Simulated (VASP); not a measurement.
A run of VASP 6.6.1 is set up as follows.

File INCAR:

```
SYSTEM = C
ALGO     = Normal         ! electronic algorithm
EDIFF    = 1E-6           ! SCF threshold, eV
ENCUT    = 520            ! plane-wave cutoff, eV
GGA      = PE             ! functional
ISIF     = 2              ! what is computed and relaxed
ISMEAR   = 0              ! smearing method
LASPH    = .True.         ! aspherical terms in the spheres
LCHARG   = .True.         ! write CHGCAR
LELF     = .True.         ! ELF
LREAL    = .False.        ! projectors in reciprocal space
LVHAR    = .True.       
LWAVE    = .False.        ! write WAVECAR
NBANDS   = 11             ! bands
NELM     = 100            ! most SCF steps
PREC     = Accurate       ! precision mode
SIGMA    = 0.01           ! smearing width, eV
```

The input KPOINTS:

```
k-points
0
Gamma
  10 10 10
  0 0 0
```

POSCAR

```
C
1.0
    0.0000000000      1.8068380860      1.8068380860
    1.8068380860      0.0000000000      1.8068380860
    1.8068380860      1.8068380860      0.0000000000
C
2
Direct
    0.0000000000      0.0000000000      0.0000000000
    0.2500000000      0.2500000000      0.2500000000
```

Potentials or basis: VASP PAW PBE potentials, release 64 (C).

Launch:

```sh
$ cat potpaw_PBE.64/C/POTCAR > POTCAR
$ mpirun -np 1 vasp_std > vasp.out
```

Question: What does it give for the pressure?

Answer: -13.7 GPa.

Question: Predict the band gap on the k mesh.

Answer: 4.09 eV, indirect (least direct gap 5.48 eV).

A k mesh can miss the band edges.
